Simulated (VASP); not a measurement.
A run of VASP 6.6.1 is set up as follows.

The input INCAR:

```
  PREC = Accurate
  ENCUT = 840
  EDIFF = 1E-6
  ISMEAR = 0
  SIGMA = 0.05
  LREAL = F
  LASPH = T
  NELM = 120
  ALGO = Normal
  ISIF = 2
  LWAVE = F
  LCHARG = F
  NBANDS = 15
  GGA_COMPAT = F
```

File KPOINTS:

```
Automatic mesh
0
Gamma
  9 9 8
```

The input POSCAR:

```
MgO
1.0
    2.9380209034      0.0000000000      0.0000000000
   -1.4690104517      2.5062347281      0.0000000000
    0.0000000000      0.0000000000      2.6796800000
Mg O
1 1
Direct
    0.0000000000      0.0000000000      0.0000000000
    0.3333333333      0.6666666667      0.5000000000
```

Potentials or basis: VASP PAW LDA potentials, release 64 (Mg_sv, O).

Launch:

```sh
$ cat potpaw_LDA.64/Mg_sv/POTCAR potpaw_LDA.64/O/POTCAR > POTCAR
$ mpirun -np 1 vasp_std > vasp.out
```

Problem. What does it give for the band gap on the k mesh?

Solution. 3.09 eV (least direct gap 3.53 eV).

Problem. What does it give for the pressure?

Solution. -7.3 GPa.

Stress tensor (GPa, compression positive):
```
 -7.49   0.00   0.00
  0.00  -3.97   0.00
  0.00   0.00 -10.37
```

Caveat: the cell differs from its parent crystal (strain -0.0150 x Voigt [0, 1, 0, 0, 0, 0]); the stress differs along the axes, from -10 to -4 GPa. A k mesh can miss the band edges.
